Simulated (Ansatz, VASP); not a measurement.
**Two plane-wave programs on HfC**

File INCAR:

```
SYSTEM = HfC
PREC = Accurate
ENCUT = 520
EDIFF = 1E-6
ISMEAR = 0
SIGMA = 0.016
LREAL = .False.
LASPH = .True.
NELM = 80
ALGO = Normal
ISIF = 2
LWAVE = .False.
LCHARG = .False.
GGA = PE
NBANDS = 14
```

File KPOINTS:

```
Automatic mesh
0
Gamma
  10 10 10
  0 0 0
```

POSCAR

```
HfC
1.0
    0.0000000000      2.3250000000      2.3250000000
    2.3250000000      0.0000000000      2.3250000000
    2.3250000000      2.3250000000      0.0000000000
Hf C
1 1
Direct
    0.5000000000      0.5000000000      0.5000000000
    0.0000000000      0.0000000000      0.0000000000
```

The input input.yaml:

```yaml
crystal:
  lattice:
    - [0.0, 2.325, 2.325]
    - [2.325, 0.0, 2.325]
    - [2.325, 2.325, 0.0]
  atoms:
    - { symbol: Hf, position: [0.5, 0.5, 0.5] }
    - { symbol: C, position: [0.0, 0.0, 0.0] }
hamiltonian:
  xc: pbe
  pseudopotentials: { kind: paw }
kpoints:
  mp_grid: { grid: [10, 10, 10] }
scf:
  occupations: { method: gaussian, width: 0.016 }
output:
  forces: true
  stress: true
  eigenvalues: true
```

Alike in both runs: task single point; functional PBE; k mesh 10 × 10 × 10; occupations gaussian, width 0.016 eV; no spin polarisation.

|  | VASP | Ansatz |
| --- | --- | --- |
| version | VASP 6.6.1 | Ansatz 0.2.0 |
| potentials or method | VASP PAW PBE potentials, release 64 (Hf_pv, C) | Ansatz PAW |
| plane-wave cutoff (eV) | 520 | 420 |
| valence electrons in the cell | 14 | 30 |

Ansatz gave:

- gap on the k mesh at the Fermi level (eV): none
- pressure (GPa): 0.2

Q: What did VASP give for the same quantities?

A: gap on the k mesh at the Fermi level (eV): none; pressure (GPa): -0.5.

A gap of «none» marks a metal or a gap that the smearing closes. VASP's potentials hold 14 valence electrons a cell and Ansatz's 30, so a difference there can come from the potentials and not from the codes.

Spin-orbit coupling is off throughout.
